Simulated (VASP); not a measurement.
The system is CuI.

```
I Cu
1.0
     0.00000    3.03150    3.03150
     3.03150    0.00000    3.03150
     3.03150    3.03150    0.00000
I Cu
1 1
Direct
  0.00000 0.00000 0.00000
  0.75000 0.75000 0.75000
```

- Program: VASP 6.6.1
- Task: relaxation of cell and atoms
- Functional: revPBE
- Potentials or basis: VASP PAW PBE potentials, release 64 (I, Cu)
- Cutoff: 600 eV
- k mesh: 8 × 8 × 8
- Occupations: fermi-dirac, width 0.05 eV
- Spin: no spin polarisation

At the start: pressure 1.9 GPa; volume 27.86 Å³/atom.

Q: Where does the relaxation end?

A: Over 3 steps the energy falls by 7.7 meV/atom and the volume is 29.28 Å³/atom (+5.1 %); space group F-43m (No. 216, to 0.1 Å) before and after.

Step by step:
```tsv
step	energy change (eV)	largest force (eV/Å)	pressure (GPa)	volume (Å³)
1	0.0000	0.0000	1.85	55.72
2	-0.0153	0.0000	0.11	58.36
3	-0.0154	0.0000	-0.01	58.55
```

Final structure:
```
I Cu
1.0
     0.00000    3.08207    3.08207
     3.08207    0.00000    3.08207
     3.08207    3.08207    0.00000
I Cu
1 1
Direct
  0.00000 0.00000 0.00000
  0.75000 0.75000 0.75000
```

Caveat: the PAW data sets were made with another functional, which shifts forces and pressure a little.
